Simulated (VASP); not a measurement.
A run of VASP 6.6.1:

The input INCAR:

```
SYSTEM = KCl
  PREC = Accurate
  ENCUT = 500
  EDIFF = 1E-8
  ISMEAR = 0
  SIGMA = 0.01
  LREAL = .False.
  LASPH = .True.
  NELM = 120
  ALGO = Normal
  ISIF = 3
  LWAVE = .False.
  LCHARG = .False.
  GGA = PE
  NBANDS = 15
  IBRION = 6
  NFREE = 2
  POTIM = 0.015
  NSW = 1
  GGA_COMPAT = .False.
```

The input KPOINTS:

```
Automatic mesh
0
Gamma
  5 5 5
  0 0 0
```

File POSCAR:

```
KCl
1.0
    0.0000000000      3.1464700000      3.1464700000
    3.1464700000      0.0000000000      3.1464700000
    3.1464700000      3.1464700000      0.0000000000
K Cl
1 1
Direct
    0.0000000000      0.0000000000      0.0000000000
    0.5000000000      0.5000000000      0.5000000000
```

Potentials or basis: VASP PAW PBE potentials, release 64 (K_sv, Cl).

Run with:

```bash
$ cat potpaw_PBE.64/K_sv/POTCAR potpaw_PBE.64/Cl/POTCAR > POTCAR
$ mpirun -np 1 vasp_std > vasp.out
```

Hardware: 1 thread of Intel(R) Xeon(R) 6975P-C (Granite Rapids) (shared host).

Question: Estimate the wall time of this run.

Answer: Wall time 100 s on 1 thread of Intel(R) Xeon(R) 6975P-C (Granite Rapids) (shared host), peak memory 0.21 GiB. Counts: scf iterations 199, k points 10.
